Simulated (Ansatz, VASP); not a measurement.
Ag in VASP and in Ansatz

```
Ag
1.0
     2.88620    0.00000    0.00000
    -1.44310    2.49952    0.00000
     0.00000    0.00000    9.80000
Ag
4
Cartesian
  0.0000 1.6663 2.4500
  1.4431 0.8332 7.3500
  0.0000 0.0000 0.0000
  0.0000 0.0000 4.9000
```

Change from the starting cell: zz strain of -2 %.

Alike in both runs: task single point; functional LDA; k mesh 14 × 14 × 4; occupations fermi-dirac, width 0.08 eV; no spin polarisation.

|  | VASP | Ansatz |
| --- | --- | --- |
| version | VASP 6.6.1 | Ansatz 0.2.0 |
| potentials or method | VASP PAW LDA potentials, release 64 (Ag), cutoff 520 eV | all-electron LAPW, scalar-relativistic |

```tsv
	VASP	Ansatz	Ansatz less VASP
pressure (GPa)	-9.9	-10.0	-0.15
traceless stress, the component that is largest in VASP (GPa)	-1.96	-1.94	+0.022
```

LDA's correlation is that of Perdew and Zunger in VASP and of Perdew and Wang (1992) in Ansatz. Ansatz ran all-electron here, and VASP with PAW potentials.
